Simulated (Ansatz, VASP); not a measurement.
**Al2P3: VASP beside Ansatz**

```xyz
5
Lattice="5.0848 0.0000 0.0000 -2.5424 4.4036 0.0000 0.0000 0.0000 5.1496" Properties=species:S:1:pos:R:3 pbc="T T T"
Al    0.0000    0.0000    2.5748
Al    0.0000    0.0000    0.0000
P     2.5424    0.0000    0.0000
P    -1.2712    2.2018    0.0000
P     1.2712    2.2018    0.0000
```

Alike in both runs: functional PBE; k mesh 6 × 6 × 4; occupations gaussian, width 0.1 eV; no spin polarisation.

Ansatz relaxed the structure, and its values are those at the end. VASP's run is a single point on that final structure, the one shown.

|  | VASP | Ansatz |
| --- | --- | --- |
| version | VASP 6.6.1 | Ansatz 0.2.0 |
| potentials or method | VASP PAW PBE potentials, release 64 (Al, P), cutoff 520 eV | scalar-relativistic, plane waves, PAW |
| valence electrons in the cell | 21 | 21 |

|  | VASP | Ansatz | Ansatz less VASP |
| --- | --- | --- | --- |
| gap on the k mesh at the Fermi level (eV) | none | none | - |
| pressure (GPa) | -0.1 | 0.0 | +0.07 |

A gap of «none» marks a metal or a gap that the smearing closes. The functional is the same, so the differences come from potentials, cutoffs and numerics.
